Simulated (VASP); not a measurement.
Here is a VASP 6.6.1 calculation.

INCAR

```
ALGO     = Normal         # electronic algorithm
EDIFF    = 1E-6           # SCF threshold, eV
ENCUT    = 520            # plane-wave cutoff, eV
GGA      = PE             # functional
ISIF     = 2              # what is computed and relaxed
ISMEAR   = -1             # smearing method
LASPH    = T              # aspherical terms in the spheres
LCHARG   = F              # write CHGCAR
LREAL    = F              # projectors in reciprocal space
LWAVE    = F              # write WAVECAR
NBANDS   = 10             # bands
NELM     = 80             # most SCF steps
PREC     = Accurate       # precision mode
SIGMA    = 0.08           # smearing width, eV
```

The input KPOINTS:

```
k-points
0
Gamma
  14 14 13
```

POSCAR

```
Na
1.0
    3.0536088420      0.0000000000      0.0000000000
   -1.5268044210      2.6445028304      0.0000000000
    0.0000000000      0.0000000000      2.8275648561
Na
1
Direct
    0.0000000000      0.0000000000      0.0000000000
```

Potentials or basis: VASP PAW PBE potentials, release 64 (Na_pv).

Run with:

```console
$ cat potpaw_PBE.64/Na_pv/POTCAR > POTCAR
$ mpirun -np 1 vasp_std > vasp.out
```

Estimate the pressure.

9.3 GPa.

Predict the band gap on the k mesh.

zero (an odd number of electrons rules out a gap without spin polarisation).

Caveat: the cell stands under pressure.
